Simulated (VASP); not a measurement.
# Al16N15F (a cell with a defect) in VASP: further runs, part 2 of 2

VASP 6.6.1.

### Step 3. Single point, PBE

The input, INCAR:

```
SYSTEM = Al16N15F
PREC     = Accurate       ! precision mode
ENCUT    = 520            ! plane-wave cutoff, eV
EDIFF    = 1E-6           ! SCF threshold, eV
ISMEAR   = 0              ! smearing method
SIGMA    = 0.01           ! smearing width, eV
LREAL    = Auto         
LASPH    = .True.         ! aspherical terms in the spheres
NELM     = 60             ! most SCF steps
ALGO     = Normal         ! electronic algorithm
ISIF     = 2              ! what is computed and relaxed
LWAVE    = .False.        ! write WAVECAR
LCHARG   = .False.        ! write CHGCAR
GGA      = PE             ! functional
NELECT   = 128.0        
NBANDS   = 87             ! bands
```

The input, KPOINTS:

```
Automatic mesh
0
Gamma
  1 1 1
  0.25 0.25 0.25
```

The input, POSCAR:

```
Al16N15F
1.0
    6.2595139092      0.0000000618      0.0000000000
   -3.1297570081      5.4208980298      0.0000000000
    0.0000000000      0.0000000000     10.0348065900
Al N F
16 15 1
Direct
    0.3321449707      0.1666347929      0.2487692977
    0.1662812502      0.3327399078      0.5039527695
    0.3317096125      0.1672798311      0.7529895798
    0.1661043326      0.3326623928      1.0014647394
    0.3323064059      0.6633573176      0.2488211709
    0.1931118073      0.8464377552      0.5079039196
    0.3314308579      0.6615974116      0.7528725241
    0.1758473066      0.8376985784      0.9980288717
    0.8355225782      0.1666142332      0.2488411817
    0.6527196838      0.3060395094      0.5079104027
    0.8371777090      0.1672122592      0.7528558206
    0.6612287445      0.3230315432      0.9979419256
    0.8334825185      0.6652515258      0.1998816026
    0.6537273509      0.8452340605      0.5082618995
    0.8335132434      0.6653024598      0.7573047509
    0.6618209893      0.8369620478      0.9979192437
    0.3317987258      0.1672216250      0.4408074000
    0.1675851393      0.3312294911      0.1916655519
    0.3310449457      0.1677415268      0.9405617770
    0.1678633091      0.3308798674      0.6906482076
    0.3315381568      0.6658663576      0.4406713403
    0.1723139766      0.8336942374      0.1912541695
    0.3311478280      0.6658661390      0.9403089032
    0.1653084391      0.8297971396      0.6913304964
    0.8330701825      0.1673447804      0.4406915637
    0.6649367233      0.3263661769      0.1911837268
    0.8328740106      0.1674862905      0.9402384129
    0.6692530895      0.3335160259      0.6913706688
    0.6657421144      0.8333778860      0.1911426069
    0.8319222643      0.6668763535      0.9497765728
    0.6691269434      0.8291242365      0.6914030844
    0.8319791909      0.6667542545      0.4515929572
```

Potentials or basis: VASP PAW PBE potentials, release 64 (Al, N, F).

The run is started by

```bash
$ cat potpaw_PBE.64/Al/POTCAR potpaw_PBE.64/N/POTCAR potpaw_PBE.64/F/POTCAR > POTCAR
$ mpirun -np 1 vasp_std > vasp.out
```

OUTCAR:

```text
SYSTEM = Al16N15F
   PREC = Accurate
   ENCUT = 520
   EDIFF = 1E-6
   ISMEAR = 0
   LREAL = Auto
   LASPH = .True.
   NELM = 60
   ISIF = 2
   GGA = PE
   NELECT = 128.0

 ion  position               nearest neighbor table
   1  0.332  0.167  0.249-  18 1.87  26 1.89  22 1.90  17 1.93   4 3.07   8 3.08  12 3.09   9 3.11
                             5 3.11   6 3.13   2 3.13  10 3.13   5 3.15   9 3.15  13 3.17  13 3.17
   2  0.166  0.333  0.504-  20 1.87  17 1.90  21 1.91  25 1.91   7 3.07  11 3.07   3 3.08   5 3.13
                             9 3.13   1 3.13   6 3.13  10 3.13  14 3.13  14 3.13  10 3.13   6 3.14
   3  0.332  0.167  0.753-  20 1.88  19 1.88  24 1.93  28 1.93   6 3.02  10 3.02  12 3.04   8 3.04
[... 760 lines left out ...]
  external PRESSURE =     -80.4267069 kB  Pullay stress =       0.0000000 kB

 VOLUME and BASIS-vectors are now :
 -----------------------------------------------------------------------------
  energy-cutoff  :      520.00
  volume of cell :      340.50
      direct lattice vectors                 reciprocal lattice vectors
     6.259513909  0.000000062  0.000000000     0.159756813  0.092235641  0.000000000
    -3.129757008  5.420898030  0.000000000    -0.000000002  0.184471279  0.000000000
     0.000000000  0.000000000 10.034806590     0.000000000  0.000000000  0.099653141

 POSITION                                       TOTAL-FORCE (eV/Angst)
 -----------------------------------------------------------------------------------
      1.55754      0.90331      2.49635         0.100364     -0.061974      0.008549
     -0.00056      1.80375      5.05707        -0.085654      0.044799      0.014688
      1.55280      0.90681      7.55610         0.099652     -0.061611      0.022548
     -0.00142      1.80333      0.01470        -0.126222      0.071839      0.000947
      0.00393      3.59599      2.49687         0.120344     -0.060541     -0.010597
     -1.44036      4.58845      5.09672        -0.042002      0.013370      0.021089
[... 24 lines left out ...]
      1.59345      4.49460      6.93810        -0.152802      0.115144     -0.003663
      3.12101      3.61441      4.53165         0.032434     -0.015707     -0.018598
 -----------------------------------------------------------------------------------
    total drift:                               -0.003986     -0.002560     -0.000251

  FREE ENERGIE OF THE ION-ELECTRON SYSTEM (eV)
  ---------------------------------------------------
  free  energy   TOTEN  =      -250.9034790506 eV

  energy  without entropy=     -250.9034790506  energy(sigma->0) =     -250.90347905
```

stdout:

```text
POSCAR found type information on POSCAR AlN F
 POSCAR found :  3 types and      32 ions
 scaLAPACK will be used
 LDA part: xc-table for (Slater+PW92), standard interpolation
 POSCAR, INCAR and KPOINTS ok, starting setup
 FFT: planning ... GRIDC
 FFT: planning ... GRID_SOFT
 FFT: planning ... GRID
 WAVECAR not read
 entering main loop
 the old and the new charge density differ
 old charge density:   130.00000 new  128.00000
    0.329E+01
```

Wall time 4.4 min (1 thread of AMD EPYC 9R45 (Zen 5), shared host); peak memory 0.44 GiB.

What came out:

```yaml
Free_energy: -250.9035 eV
Largest_force: 0.273 eV/Å
```

Forces in eV/Å, atoms in the order of the input:
```
Al   0.100 -0.062  0.009
Al  -0.086  0.045  0.015
Al   0.100 -0.062  0.023
Al  -0.126  0.072  0.001
Al   0.120 -0.061 -0.011
Al  -0.042  0.013  0.021
Al   0.095 -0.062  0.013
Al  -0.138  0.036  0.001
Al   0.110 -0.070 -0.010
Al  -0.038  0.024  0.020
Al   0.102 -0.063  0.009
Al  -0.106  0.089  0.006
Al   0.178 -0.105 -0.006
Al  -0.104  0.051 -0.095
Al   0.121 -0.067  0.027
Al  -0.121  0.066 -0.007
N    0.087 -0.046 -0.040
N   -0.173  0.103 -0.004
N    0.178 -0.098 -0.031
N   -0.171  0.101 -0.005
N    0.186 -0.064  0.008
N   -0.180  0.062 -0.022
N    0.199 -0.106  0.014
N   -0.157  0.084  0.007
N    0.150 -0.122  0.007
N   -0.131  0.135 -0.019
N    0.192 -0.108  0.022
N   -0.165  0.094  0.001
N   -0.237  0.119  0.064
N    0.178 -0.100  0.005
N   -0.153  0.115 -0.004
F    0.032 -0.016 -0.019
```

Caveat: the k points lie up to 1.16 Å⁻¹ apart; the cell carries a net charge on a neutralising background, which shifts energy and pressure; the cell is charged against a uniform background, so pressure and absolute levels hang on convention.

### Step 4. Single point, PBE

The input, INCAR:

```
SYSTEM = Al16N15F
PREC = Accurate
ENCUT = 520
EDIFF = 1E-7
ISMEAR = 0
SIGMA = 0.01
LREAL = Auto
LASPH = .TRUE.
NELM = 100
ALGO = Normal
ISIF = 2
LWAVE = .FALSE.
LCHARG = .TRUE.
GGA = PE
LELF = .TRUE.
LVHAR = .TRUE.
NELECT = 128.0
NBANDS = 87
```

KPOINTS is that of step 3.

POSCAR: that of step 3 with these lines changed.

```diff
@@ -2,5 +2,5 @@
 1.0
-    6.2595139092      0.0000000618      0.0000000000
-   -3.1297570081      5.4208980298      0.0000000000
-    0.0000000000      0.0000000000     10.0348065900
+    6.2595139128      0.0000000578      0.0000000000
+   -3.1297570064      5.4208980350      0.0000000000
+    0.0000000000      0.0000000000     10.0348065929
 Al N F
```

The run is started by

```bash
$ cat potpaw_PBE.64/Al/POTCAR potpaw_PBE.64/N/POTCAR potpaw_PBE.64/F/POTCAR > POTCAR
$ mpirun -np 1 vasp_std > vasp.out
```

It took 5.1 min on 1 thread of AMD EPYC 9R45 (Zen 5), shared host; peak memory 0.46 GiB.

The run converged. Its results:

* Free energy: -250.9035 eV
* Largest force: 0.273 eV/Å

Forces in eV/Å, atoms in the order of the input:
```
Al   0.100 -0.062  0.008
Al  -0.086  0.045  0.015
Al   0.100 -0.062  0.023
Al  -0.126  0.072  0.001
Al   0.120 -0.061 -0.011
Al  -0.042  0.013  0.021
Al   0.095 -0.062  0.013
Al  -0.138  0.036  0.000
Al   0.110 -0.070 -0.010
Al  -0.038  0.024  0.021
Al   0.102 -0.063  0.009
Al  -0.106  0.089  0.006
Al   0.178 -0.105 -0.005
Al  -0.104  0.051 -0.095
Al   0.121 -0.067  0.027
Al  -0.121  0.066 -0.007
N    0.087 -0.046 -0.040
N   -0.173  0.103 -0.004
N    0.178 -0.098 -0.031
N   -0.171  0.101 -0.005
N    0.186 -0.064  0.008
N   -0.180  0.062 -0.021
N    0.199 -0.106  0.014
N   -0.157  0.084  0.007
N    0.150 -0.122  0.007
N   -0.131  0.135 -0.019
N    0.192 -0.108  0.022
N   -0.165  0.094  0.001
N   -0.237  0.119  0.064
N    0.178 -0.100  0.005
N   -0.153  0.115 -0.004
F    0.032 -0.016 -0.019
```

Levels at points of the mesh, in eV from the Fermi level:
| k point | band 60 | band 61 | band 62 | band 63 | band 64 | band 65 | band 66 | band 67 | band 68 | band 69 |
| --- | --- | --- | --- | --- | --- | --- | --- | --- | --- | --- |
| (0.25, 0.25, 0.25) | -0.51 | -0.43 | -0.35 | -0.28 | -0.10 | 4.81 | 5.33 | 5.99 | 6.16 | 6.31 |

Caveat: the k points lie up to 1.16 Å⁻¹ apart; the cell carries a net charge on a neutralising background, which shifts energy and pressure; the cell is charged against a uniform background, so pressure and absolute levels hang on convention.

### Step 5. Single point, r2SCAN

POSCAR is that of step 4.

The input, INCAR.step1:

```
SYSTEM = Al16N15F
ALGO = Normal
EDIFF = 1E-4
ENCUT = 520
GGA = PE
ISMEAR = -1
LASPH = .TRUE.
LCHARG = .FALSE.
LREAL = Auto
LWAVE = .TRUE.
NBANDS = 87
NELECT = 128.0
NELM = 60
PREC = Accurate
SIGMA = 0.01
```

The input, INCAR.step2:

```
SYSTEM = Al16N15F
ALGO = Normal
EDIFF = 1E-6
ENCUT = 520
ISIF = 2
ISMEAR = -1
ISTART = 1
LASPH = .TRUE.
LCHARG = .FALSE.
LMIXTAU = .TRUE.
LREAL = Auto
LWAVE = .FALSE.
METAGGA = R2SCAN
NBANDS = 87
NELECT = 128.0
NELM = 60
PREC = Accurate
SIGMA = 0.01
```

KPOINTS is that of step 4.

The run is started by

```bash
$ cat potpaw_PBE.64/Al/POTCAR potpaw_PBE.64/N/POTCAR potpaw_PBE.64/F/POTCAR > POTCAR
$ cp INCAR.step1 INCAR
$ mpirun -np 1 vasp_std > vasp.out
$ cp INCAR.step2 INCAR
$ mpirun -np 1 vasp_std > vasp.out
```

It took 12 min on 1 thread of AMD EPYC 9R45 (Zen 5), shared host; peak memory 0.51 GiB.

The run converged. Its results:

```
Free energy   : -320.4891 eV
Largest force : 0.254 eV/Å
```

Forces in eV/Å, atoms in the order of the input:
```
Al   0.101 -0.062  0.008
Al  -0.085  0.044  0.024
Al   0.085 -0.053  0.066
Al  -0.125  0.071  0.006
Al   0.120 -0.060 -0.010
Al  -0.075 -0.011  0.009
Al   0.093 -0.077  0.057
Al  -0.144  0.031  0.007
Al   0.110 -0.071 -0.010
Al  -0.034  0.065  0.008
Al   0.114 -0.053  0.052
Al  -0.105  0.097  0.013
Al   0.174 -0.104 -0.111
Al  -0.064  0.027 -0.112
Al   0.120 -0.067  0.006
Al  -0.114  0.063  0.001
N    0.147 -0.081  0.021
N   -0.179  0.107 -0.014
N    0.213 -0.118 -0.041
N   -0.179  0.105 -0.013
N    0.193 -0.004  0.069
N   -0.243  0.032 -0.069
N    0.207 -0.079  0.005
N   -0.146  0.098 -0.049
N    0.101 -0.158  0.068
N   -0.136  0.205 -0.066
N    0.173 -0.128  0.013
N   -0.172  0.076 -0.055
N   -0.190  0.091  0.021
N    0.184 -0.103  0.027
N   -0.175  0.130 -0.061
F    0.027 -0.013  0.128
```

Levels at points of the mesh, in eV from the Fermi level:
| k point | band 61 | band 62 | band 63 | band 64 | band 65 | band 66 | band 67 | band 68 |
| --- | --- | --- | --- | --- | --- | --- | --- | --- |
| (0.25, 0.25, 0.25) | -0.62 | -0.54 | -0.47 | -0.30 | 5.25 | 5.78 | 6.46 | 6.62 |

Caveat: the k points lie up to 1.16 Å⁻¹ apart; the cell carries a net charge on a neutralising background, which shifts energy and pressure; the cell is charged against a uniform background, so pressure and absolute levels hang on convention; the PAW data sets were made with another functional, which shifts forces and pressure a little.
